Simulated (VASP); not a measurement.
# Si (a cell with a defect) in VASP: relaxation of the atoms with PBE+D3(BJ)

Aim: the relaxation of the atoms of Si (a cell with a defect) with PBE+D3(BJ).

All numbers are computed with VASP 6.6.1; they aren't measurements. Logs are shortened: lines on timing, memory, paths and dates and some standing lists are left out, and cuts for length are marked.

### 1 The cell of the first run

The cell holds a defect, 17 atoms: a = 7.679 Å, b = 7.679 Å, c = 7.679 Å, α = 60.00°, β = 60.00°, γ = 60.00°.

### 2 Relaxation of the atoms, PBE+D3(BJ)

INCAR

```
ALGO = Normal
EDIFF = 1E-6
EDIFFG = -0.08
ENCUT = 520
GGA = PE
IBRION = 2
ISIF = 2
ISMEAR = -1
IVDW = 12
LASPH = T
LCHARG = F
LREAL = Auto
LWAVE = F
NELM = 60
NSW = 45
PREC = Accurate
SIGMA = 0.02
```

KPOINTS

```
k-points
0
Gamma
  2 2 2
```

POSCAR

```
Si
1.0
    0.0000000000      5.4300000000      5.4300000000
    5.4300000000      0.0000000000      5.4300000000
    5.4300000000      5.4300000000      0.0000000000
Si
17
Direct
    0.0000000000      0.0000000000      0.0000000000
    0.1250000000      0.1250000000      0.1250000000
    0.0000000000      0.0000000000      0.5000000000
    0.1250000000      0.1250000000      0.6250000000
    0.0000000000      0.5000000000      0.0000000000
    0.1250000000      0.6250000000      0.1250000000
    0.0000000000      0.5000000000      0.5000000000
    0.1250000000      0.6250000000      0.6250000000
    0.5000000000      0.0000000000      0.0000000000
    0.6250000000      0.1250000000      0.1250000000
    0.5000000000      0.0000000000      0.5000000000
    0.6250000000      0.1250000000      0.6250000000
    0.5000000000      0.5000000000      0.0000000000
    0.6250000000      0.6250000000      0.1250000000
    0.5000000000      0.5000000000      0.5000000000
    0.6250000000      0.6250000000      0.6250000000
    0.8082205000      0.3229398000      0.3139529000
```

Potentials or basis: VASP PAW PBE potentials, release 64 (Si).

Command:

```bash
$ cat potpaw_PBE.64/Si/POTCAR > POTCAR
$ mpirun -np 1 vasp_std > vasp.out
```

OUTCAR:

```text
EDIFF = 1E-6
   EDIFFG = -0.08
   ENCUT = 520
   GGA = PE
   IBRION = 2
   ISIF = 2
   ISMEAR = -1
   IVDW = 12
   LASPH = T
   LREAL = Auto
   NELM = 60
   NSW = 45
   PREC = Accurate
 IVDW          = 12

 ion  position               nearest neighbor table
   1  0.000  0.000  0.000-   2 2.35   4 2.35   6 2.35  10 2.35
   2  0.125  0.125  0.125-  17 2.30   3 2.35   5 2.35   9 2.35   1 2.35
   3  0.000  0.000  0.500-  17 2.30   4 2.35   8 2.35  12 2.35   2 2.35
   4  0.125  0.125  0.625-   1 2.35   3 2.35   7 2.35  11 2.35
   5  0.000  0.500  0.000-  17 2.24   6 2.35   8 2.35  14 2.35   2 2.35
   6  0.125  0.625  0.125-   1 2.35   5 2.35   7 2.35  13 2.35
   7  0.000  0.500  0.500-   4 2.35   6 2.35   8 2.35  16 2.35
   8  0.125  0.625  0.625-   3 2.35   5 2.35   7 2.35  15 2.35
   9  0.500  0.000  0.000-   2 2.35  10 2.35  12 2.35  14 2.35
  10  0.625  0.125  0.125-   1 2.35   9 2.35  11 2.35  13 2.35
  11  0.500  0.000  0.500-   4 2.35  10 2.35  12 2.35  16 2.35
  12  0.625  0.125  0.625-  17 2.27   9 2.35  11 2.35  15 2.35   3 2.35
  13  0.500  0.500  0.000-   6 2.35  10 2.35  14 2.35  16 2.35
  14  0.625  0.625  0.125-  17 2.21   9 2.35  13 2.35  15 2.35   5 2.35
  15  0.500  0.500  0.500-  17 2.20  12 2.35  14 2.35  16 2.35   8 2.35
  16  0.625  0.625  0.625-   7 2.35  11 2.35  13 2.35  15 2.35
  17  0.808  0.323  0.314-  15 2.20  14 2.21   5 2.24  12 2.27   3 2.30   2 2.30

  LATTYP: Found a face centered cubic cell.
 ALAT       =    10.8600000000

  Lattice vectors:

 A1 = (   0.0000000000,   5.4300000000,   5.4300000000)
 A2 = (   5.4300000000,   0.0000000000,   5.4300000000)
 A3 = (   5.4300000000,   5.4300000000,   0.0000000000)

Analysis of symmetry for initial positions (statically):
=====================================================================
 Subroutine PRICEL returns:
 Original cell was already a primitive cell.

 Routine SETGRP: Setting up the symmetry group for a
 face centered cubic supercell.

 Subroutine GETGRP returns: Found  1 space group operations
 (whereof  1 operations were pure point group operations)
 out of a pool of 48 trial point group operations.

The static configuration has the point symmetry C_1 .

Analysis of symmetry for dynamics (positions and initial velocities):
=====================================================================
 Subroutine PRICEL returns:
 Original cell was already a primitive cell.

 Routine SETGRP: Setting up the symmetry group for a
 face centered cubic supercell.

 Subroutine GETGRP returns: Found  1 space group operations
 (whereof  1 operations were pure point group operations)
 out of a pool of 48 trial point group operations.

The dynamic configuration has the point symmetry C_1 .

 Subroutine INISYM returns: Found  1 space group operations
[... 103 lines left out ...]
   ICHARG =      2    charge: 1-file 2-atom 10-const
   ISPIN  =      1    spin polarized calculation?
   LNONCOLLINEAR =      F non collinear calculations
   LSORBIT =      F    spin-orbit coupling
   LASPH  =      T    aspherical Exc in radial PAW
   ENCUT  =  520.0 eV  38.22 Ry    6.18 a.u.  14.28 14.28 14.28*2*pi/ulx,y,z
   NELM   =     60;   NELMIN=  2; NELMDL= -5     # of ELM steps
   EDIFF  = 0.1E-05   stopping-criterion for ELM
   LREAL  =      T    real-space projection
   EDIFFG = -.8E-01   stopping-criterion for IOM
   NSW    =     45    number of steps for IOM
   IBRION =      2    ionic relax: 0-MD 1-quasi-New 2-CG
   NFREE  =      1    steps in history (QN), initial steepest desc. (CG)
   ISIF   =      2    stress and relaxation
   ISYM   =      2    0-nonsym 1-usesym 2-fastsym
   POTIM  = 0.5000    time-step for ionic-motion
   TEBEG  =    0.0;   TEEND  =   0.0 temperature during run
   PSTRESS=    0.0 pullay stress
   NELECT =      68.0000    total number of electrons
   NUPDOWN=      -1.0000    fix difference up-down
   EMIN   =  10.00;   EMAX   =-10.00  energy-range for DOS
   EFERMI =   0.00;   METHOD = LEGACY
   ISMEAR =    -1;   SIGMA  =   0.02  broadening in eV -4-tet -1-fermi 0-gaus
   EFERMI_NEDOS =   21; number of points for ismear=-14 and -15
   IALGO  =     38    algorithm
   IMIX   =      4    mixing-type and parameters
     AMIX     =   0.40;   BMIX     =  1.00
     AMIX_MAG =   1.60;   BMIX_MAG =  1.00
  volume/ion in A,a.u.               =      18.84       127.11
  Fermi-wavevector in a.u.,A,eV,Ry     =   0.976715  1.845724 12.979587  0.953973
  Thomas-Fermi vector in A             =   2.107356
   LORBIT       =      0    0 simple, 1 ext, 2 COOP (PROOUT), +10 PAW based schemes
   GGA     = PE    functional components
   LHFCALC =     F    Hartree Fock is set to
   AEXX    =    0.0000 exact exchange contribution
   IVDW    =    12    specifies the selected vdW correction
   LEPSILON=     F    determine dielectric tensor
   LRPA    =     F    only Hartree local field effects (RPA)
 conjugate gradient relaxation of ions
 non-spin polarized calculation
  energy-cutoff  :      520.00
  volume of cell :      320.21
 maximum number of plane-waves:      8646
 NGX is ok and might be reduce to    60
   NGX = 29   NGY = 29   NGZ = 29

--------------------------------------- Ionic step        1  -------------------------------------------

 number of electron      68.0000003 magnetization

 Free energy of the ion-electron system (eV)
  ---------------------------------------------------
  ext. energy  EPLUGINS =         0.00000000
  ---------------------------------------------------
  free energy    TOTEN  =       -86.69958461 eV

  energy without entropy =      -86.68883086  energy(sigma->0) =      -86.69420773

------------------------ aborting loop because EDIFF is reached ----------------------------------------

 Edisp (eV)   -5.65516

 E8    (eV) :    -2.3411
[... 150 lines left out ...]
  FREE ENERGIE OF THE ION-ELECTRON SYSTEM (eV)
  ---------------------------------------------------
  free  energy   TOTEN  =       -93.0568393225 eV

  energy  without entropy=      -93.0498028169  energy(sigma->0) =      -93.05332107

[... ionic steps 4 to 12 ...]

--------------------------------------- Ionic step       13  -------------------------------------------

 number of electron      68.0000000 magnetization

------------------------ aborting loop because EDIFF is reached ----------------------------------------
[... 105 lines left out ...]
--------------------------------------- Ionic step       15  -------------------------------------------

 number of electron      68.0000000 magnetization

 Free energy of the ion-electron system (eV)
  ---------------------------------------------------
  ext. energy  EPLUGINS =         0.00000000
  ---------------------------------------------------
  free energy    TOTEN  =       -87.68044746 eV

  energy without entropy =      -87.67098469  energy(sigma->0) =      -87.67571607

 E-fermi :   6.7339     XC(G=0):  -9.6896

 val. band max:        6.4854813870   @ k =   0.5000   0.0000   0.5000
 cond. band min:       6.7438837692   @ k =   0.0000   0.0000   0.0000
 fundamental gap:      0.2584023822
 Fermi energy:         6.7338931510

 k-point     1 :       0.0000    0.0000    0.0000
  band No.  band energies     occupation
      1      -6.2262      2.00000
      2      -3.9026      2.00000
      3      -3.6373      2.00000
      4      -3.6335      2.00000
      5      -3.4047      2.00000
      6      -2.5502      2.00000
[... 405 lines left out ...]
  FREE ENERGIE OF THE ION-ELECTRON SYSTEM (eV)
  ---------------------------------------------------
  free  energy   TOTEN  =       -93.3296499659 eV

  energy  without entropy=      -93.3201871965  energy(sigma->0) =      -93.32491858

 reached required accuracy - stopping structural energy minimisation
```

OSZICAR:

```text
N       E                     dE             d eps       ncg     rms          rms(c)
DAV:   1     0.191326986038E+03    0.19133E+03   -0.26852E+04   688   0.132E+03
DAV:   2    -0.711394390783E+02   -0.26247E+03   -0.25375E+03   827   0.189E+02
DAV:   3    -0.883103929725E+02   -0.17171E+02   -0.16815E+02   864   0.428E+01
[... 124 lines left out ...]
DAV:   1    -0.876803189490E+02   -0.26489E-02   -0.32907E-02   715   0.671E-01    0.938E-02
DAV:   2    -0.876804748511E+02   -0.15590E-03   -0.23023E-03   848   0.195E-01    0.305E-02
DAV:   3    -0.876804528036E+02    0.22047E-04   -0.90240E-05   786   0.406E-02    0.186E-02
DAV:   4    -0.876804471428E+02    0.56609E-05   -0.38755E-05   813   0.218E-02    0.661E-03
DAV:   5    -0.876804474562E+02   -0.31346E-06   -0.54702E-06   642   0.910E-03
  15 F= -.93329650E+02 E0= -.93324919E+02  d E =-.266293E-02
```

It took 55 min on 1 thread of Oxide Virtual Turin-like, shared host; peak memory 0.51 GiB.

What came out:

```yaml
Free_energy: -93.3296 eV
Energy_gained_by_relaxing: 57.3 meV/atom
Ionic_steps: 15
Pressure_after_relaxing: 2.0 GPa
Largest_force_after_relaxing: 0.073 eV/Å
Band_gap_on_the_k_mesh: zero (bands 34 and 35 overlap by 0.01 eV)
Dispersion_energy_per_atom: -0.332 eV
```

Forces on the atoms (eV/Å):
```
Si  -0.037 -0.028 -0.022
Si   0.013 -0.006 -0.019
Si  -0.007 -0.037 -0.001
Si   0.027  0.001  0.023
Si  -0.015  0.023 -0.006
Si   0.013  0.004  0.012
Si  -0.018  0.029  0.000
Si  -0.005 -0.022 -0.020
Si   0.050  0.027  0.046
Si   0.010  0.048  0.026
Si  -0.013 -0.021 -0.042
Si  -0.032  0.001 -0.005
Si  -0.017 -0.060 -0.020
Si  -0.024 -0.045 -0.003
Si   0.015  0.023 -0.009
Si   0.022  0.004  0.008
Si   0.019  0.060  0.032
```

Stress tensor (GPa, compression positive):
```
 1.99 -0.45 -0.44
-0.45  2.00 -0.44
-0.44 -0.44  1.99
```

The path:
| step | energy change (eV) | largest force (eV/Å) | pressure (GPa) |
| --- | --- | --- | --- |
| 1 | 0.0000 | 2.6701 | 4.73 |
| 2 | -0.7011 | 0.7516 | 3.36 |
| 3 | -0.7021 | 0.7393 | 3.38 |
| 4 | -0.7848 | 0.4327 | 3.19 |
| 5 | -0.7871 | 0.4352 | 3.17 |
| 6 | -0.8197 | 0.2870 | 3.09 |
| 7 | -0.8271 | 0.2526 | 3.04 |
| 8 | -0.8569 | 0.2179 | 2.97 |
| 9 | -0.9114 | 0.3681 | 2.73 |
| 10 | -0.8762 | 0.8360 | 2.20 |
| 11 | -0.9199 | 0.5296 | 2.56 |
| 12 | -0.9372 | 0.4602 | 2.46 |
| 13 | -0.9684 | 0.2377 | 2.16 |
| 14 | -0.9722 | 0.1297 | 2.01 |
| 15 | -0.9749 | 0.0729 | 1.99 |

Final structure:
```
Si
1.0
     0.00000    5.43000    5.43000
     5.43000    0.00000    5.43000
     5.43000    5.43000    0.00000
Si
17
Direct
  0.01008 0.00014 0.99985
  0.14752 0.11753 0.11639
  0.01055 0.97444 0.51118
  0.12723 0.11327 0.62743
  0.00984 0.51196 0.97393
  0.12722 0.62772 0.11284
  0.98111 0.48247 0.48167
  0.10737 0.60817 0.60748
  0.51506 0.01540 0.01529
  0.63981 0.14107 0.14031
  0.49964 0.00014 0.51038
  0.61594 0.11803 0.64769
  0.49969 0.51095 0.99994
  0.61660 0.64788 0.11758
  0.47370 0.51163 0.51016
  0.61244 0.62770 0.62743
  0.81442 0.31444 0.31440
```

Caveat: the k points lie up to 0.50 Å⁻¹ apart; the relaxation stopped at a loose force limit of 0.08 eV/Å, so its end isn't a converged minimum.
